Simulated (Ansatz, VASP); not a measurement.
# One calculation of GaAs, two programs

```
As Ga
1.0
     0.00000    2.82685    2.82685
     2.82685    0.00000    2.82685
     2.82685    2.82685    0.00000
As Ga
1 1
Direct
  0.75000 0.75000 0.75000
  0.00000 0.00000 0.00000
```

Alike in both runs: task relaxation of cell and atoms; functional HF; k mesh 4 × 4 × 4; occupations fermi-dirac, width 0.05 eV; no spin polarisation.

|  | VASP | Ansatz |
| --- | --- | --- |
| version | VASP 6.6.1 | Ansatz 0.2.0 |
| potentials or method | VASP PAW PBE potentials, release 64 (As, Ga_d) | Ansatz PAW |
| plane-wave cutoff (eV) | 600 | 420 |
| valence electrons in the cell | 18 | 28 |

VASP gave:

```
gap on the k mesh at the Fermi level, each at its own relaxed structure (eV) : 7.48
relaxed volume (Å³/atom)                                                     : 23.46
relaxed cell length with the largest relative difference (Å)                 : 4.049
```

**Question.** Estimate Ansatz's values.

**Answer.** gap on the k mesh at the Fermi level, each at its own relaxed structure (eV): 7.09; relaxed volume (Å³/atom): 23.91; relaxed cell length with the largest relative difference (Å): 4.074.

VASP's potentials were made for PBE, not for HF. VASP's potentials hold 18 valence electrons a cell and Ansatz's 28, so a difference there can come from the potentials and not from the codes.

The k mesh is coarse, so the values compare programs but aren't converged. Noted on Ansatz's run: the plane-wave basis is chosen anew once the cell has moved, so the energies of steps on either side of that aren't comparable.
